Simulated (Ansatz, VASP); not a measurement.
## WC: VASP beside Ansatz

The input INCAR:

```
SYSTEM = WC
PREC     = Accurate       ! precision mode
ENCUT    = 600            ! plane-wave cutoff, eV
EDIFF    = 1E-6           ! SCF threshold, eV
ISMEAR   = 1              ! smearing method
SIGMA    = 0.3            ! smearing width, eV
LREAL    = .FALSE.        ! projectors in reciprocal space
LASPH    = .TRUE.         ! aspherical terms in the spheres
NELM     = 120            ! most SCF steps
ALGO     = Normal         ! electronic algorithm
ISIF     = 2              ! what is computed and relaxed
LWAVE    = .FALSE.        ! write WAVECAR
LCHARG   = .FALSE.        ! write CHGCAR
GGA      = PE             ! functional
NBANDS   = 16             ! bands
GGA_COMPAT= .FALSE.
```

KPOINTS

```
regular mesh
0
G
  13 13 12
  0 0 0
```

Contents of POSCAR:

```
WC
1.0
    2.9065000000      0.0000000000      0.0000000000
   -1.4532500000      2.5171028361      0.0000000000
    0.0000000000      0.0000000000      2.8366000000
W C
1 1
Direct
    0.0000000000      0.0000000000      0.0000000000
    0.6666666667      0.3333333333      0.5000000000
```

Input for Ansatz:

```yaml
crystal:
  lattice:
    a: 2.9065
    b: 2.9065
    c: 2.8366
    alpha: 90.0
    beta: 90.0
    gamma: 120.0
  space_group: 187
  atoms:
    - { symbol: W, position: [0.0, 0.0, 0.0] }
    - { symbol: C, position: [0.6666666666666666, 0.3333333333333333, 0.5] }
basis:
  ecutwfc: 450.0
kpoints:
  mp_grid:
    grid: [13, 13, 12]
hamiltonian:
  xc: pbe
scf:
  occupations:
    method: methfessel_paxton
    width: 0.3
output:
  stress: true
```

Alike in both runs: task single point; functional PBE; k mesh 13 × 13 × 12; occupations methfessel-paxton of order 1, width 0.3 eV; no spin polarisation.

|  | VASP | Ansatz |
| --- | --- | --- |
| version | VASP 6.6.1 | Ansatz 0.2.0 |
| potentials or method | VASP PAW PBE potentials, release 64 (W_sv, C), cutoff 600 eV | plane waves, PAW |
| valence electrons in the cell | 18 | 18 |

```csv
,VASP,Ansatz,Ansatz less VASP
pressure (GPa),6.6,5.5,-1.06
"traceless stress, the component that is largest in VASP (GPa)",-0.09,-0.30,-0.208
```

Spin-orbit coupling is off throughout.
